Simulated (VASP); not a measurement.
Here is a VASP 6.6.1 calculation.

Contents of INCAR:

```
PREC = Accurate
ENCUT = 600
EDIFF = 1E-6
ISMEAR = -1
SIGMA = 0.05
LREAL = F
LASPH = T
NELM = 60
ALGO = Normal
ISIF = 3
LWAVE = F
LCHARG = F
GGA = PS
IBRION = 2
NSW = 60
EDIFFG = -0.005
PSTRESS = 2400.0
```

KPOINTS

```
Automatic mesh
0
Gamma
  18 18 18
```

Contents of POSCAR:

```
Ru
1.0
    2.1618631330      0.0000000000      0.0000000000
    0.0000000000      2.1618631330      0.0000000000
    0.0000000000      0.0000000000      2.1618631330
Ru
1
Direct
    0.0000000000      0.0000000000      0.0000000000
```

Potentials or basis: VASP PAW PBE potentials, release 64 (Ru_pv).

Run with:

```bash
$ cat potpaw_PBE.64/Ru_pv/POTCAR > POTCAR
$ mpirun -np 1 vasp_std > vasp.out
```

(1) Estimate the relaxed volume.

(2) What does it give for the space group after relaxing (to 0.1 Å)?

Answers

(1) 10.33 Å³/atom.

(2) Pm-3m (No. 221).

Caveat: the cell is relaxed towards a set pressure, so the run minimises the enthalpy, not the energy; the PAW data sets were made with another functional, which shifts forces and pressure a little.
